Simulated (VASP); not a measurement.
Crystal: Ru2S3.

```
Ru S
1.0
     3.58661    0.00000    0.00000
    -1.79330    3.10609    0.00000
     0.00000    0.00000    7.70000
Ru S
2 3
Direct
  0.00000 0.00000 0.31896
  0.00000 0.00000 0.68104
  0.66667 0.33333 0.18403
  0.66667 0.33333 0.81597
  0.33333 0.66667 0.50000
```

The cell was generated, and may not be a known phase.

```yaml
Program: VASP 6.6.1
Task: relaxation of cell and atoms
Functional: PBE
Potentials_or_basis: VASP PAW PBE potentials, release 64 (Ru_pv, S)
Cutoff: 600 eV
k_mesh: 12 × 12 × 4
Occupations: gaussian, width 0.1 eV
Spin: no spin polarisation
```

At the start: pressure -0.0 GPa; volume 17.16 Å³/atom.

How do energy, volume and symmetry change on relaxing?

Over 27 steps the energy falls by 13.5 meV/atom and the volume is 16.36 Å³/atom (-4.6 %); space group P-6m2 (No. 187, to 0.1 Å) before and after.

Step by step:
```tsv
step	energy change (eV)	largest force (eV/Å)	pressure (GPa)	volume (Å³)
1	0.0000	0.2556	-0.02	85.78
2	-0.0053	0.1601	0.06	85.76
3	-0.0077	0.1749	0.21	85.73
4	-0.0105	0.0964	-0.80	86.08
5	-0.0107	0.0743	-1.07	86.18
6	-0.0120	0.0727	-1.12	86.09
7	-0.0163	0.0693	-1.18	85.84
8	-0.0253	0.0730	-1.25	85.33
9	-0.0439	0.1017	-1.31	84.33
10	-0.0502	0.3765	-0.74	82.34
11	-0.0559	0.1418	-1.13	83.36
12	-0.0567	0.2091	-1.06	83.04
13	-0.0603	0.1147	1.22	81.24
14	-0.0619	0.1478	0.40	81.88
15	-0.0641	0.1375	-0.39	81.91
16	-0.0643	0.0860	-0.23	81.90
17	-0.0659	0.0637	0.06	81.65
18	-0.0664	0.0367	0.42	81.34
19	-0.0663	0.0686	-0.35	81.70
20	-0.0668	0.0531	0.05	81.51
21	-0.0671	0.0275	0.06	81.58
22	-0.0674	0.0523	0.04	81.73
23	-0.0675	0.0179	-0.06	81.83
24	-0.0675	0.0119	-0.14	81.88
25	-0.0675	0.0091	-0.12	81.86
26	-0.0676	0.0027	0.07	81.77
27	-0.0676	0.0028	0.01	81.81
```

Final structure:
```cif
data_structure
_symmetry_space_group_name_H-M 'P 1'
_symmetry_Int_Tables_number 1
_cell_length_a 3.5618
_cell_length_b 3.5618
_cell_length_c 7.4460
_cell_angle_alpha 90.000
_cell_angle_beta 90.000
_cell_angle_gamma 120.000
_cell_volume 81.81
loop_
_atom_site_label
_atom_site_type_symbol
_atom_site_fract_x
_atom_site_fract_y
_atom_site_fract_z
_atom_site_occupancy
Ru1 Ru 0.00000 0.00000 0.29806 1
Ru2 Ru 0.00000 0.00000 0.70194 1
S1 S 0.66667 0.33333 0.16628 1
S2 S 0.66667 0.33333 0.83372 1
S3 S 0.33333 0.66667 0.50000 1
```
